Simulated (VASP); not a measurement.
## Ru: single point with PBE

Ru:

```
CELL_PARAMETERS angstrom
0.00000 1.91500 1.91500
1.91500 0.00000 1.91500
1.91500 1.91500 0.00000
ATOMIC_POSITIONS crystal
Ru 0.00000 0.00000 0.00000
```

This isn't the form of Ru at room conditions, which is hcp.

* Program: VASP 6.6.1
* Task: single point
* Functional: PBE
* Potentials or basis: VASP PAW PBE potentials, release 64 (Ru_pv)
* Cutoff: 500 eV
* k mesh: 10 × 10 × 10
* Occupations: methfessel-paxton, width 0.05 eV
* Spin: no spin polarisation

```json
{"Pressure": "-4.0 GPa", "Band gap on the k mesh": "zero (bands 7 and 8 overlap by 3.42 eV)"}
```

Levels at points of the mesh, in eV from the Fermi level:
```csv
k point,band 3,band 4,band 5,band 6,band 7,band 8,band 9,band 10,band 11,band 12
"(0.00, 0.00, 0.00)",-42.46,-7.73,-2.49,-2.49,-2.49,-0.16,-0.16,10.53,15.05,20.61
"(0.50, 0.00, 0.00)",-42.59,-5.85,-2.60,-2.60,0.98,1.61,1.61,9.64,10.53,14.64
"(0.50, 0.50, 0.00)",-42.81,-6.12,-5.66,1.57,2.10,2.10,3.54,10.53,13.22,13.22
```

Run time: 4.2 s on 1 thread of AMD EPYC 9R45 96-Core Processor (Zen 5), with other jobs on the host, peak memory 0.09 GiB.

Caveat: the cell stands under tension; an empty level that is flat over the whole mesh can mark a ghost state of the potentials, or a narrow d or f band.
